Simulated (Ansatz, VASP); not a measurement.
## Pt: VASP beside Ansatz

```
Pt
1.0
    -1.58388    1.58388    1.51366
     1.58388   -1.58388    1.51366
     1.58388    1.58388   -1.51366
Pt
1
Direct
  0.00000 0.00000 0.00000
```

Change from the starting cell: strain +0.015 along x and y, -0.030 along z, atoms carried along.

Alike in both runs: task single point; functional PBEsol; k mesh 26 × 26 × 26; occupations gaussian, width 0.15 eV; no spin polarisation.

```csv
,VASP,Ansatz
version,VASP 6.6.1,Ansatz 0.2.0
potentials or method,"VASP PAW PBE potentials, release 64 (Pt), cutoff 520 eV","scalar-relativistic, plane waves, PAW"
valence electrons in the cell,10,18
```

VASP gave:

| Item | Value |
| --- | --- |
| gap on the k mesh at the Fermi level (eV) | none |
| pressure (GPa) | -0.2 |
| traceless stress, the component that is largest in VASP (GPa) | -3.17 |

**Question.** What did Ansatz give for the same quantities?

**Answer.** gap on the k mesh at the Fermi level (eV): none; pressure (GPa): 0.2; traceless stress, the component that is largest in VASP (GPa): -3.17.

VASP's potentials were made for PBE, not for PBEsol. A gap of «none» marks a metal or a gap that the smearing closes. VASP's potentials hold 10 valence electrons a cell and Ansatz's 18, so a difference there can come from the potentials and not from the codes.

Spin-orbit coupling is off throughout.
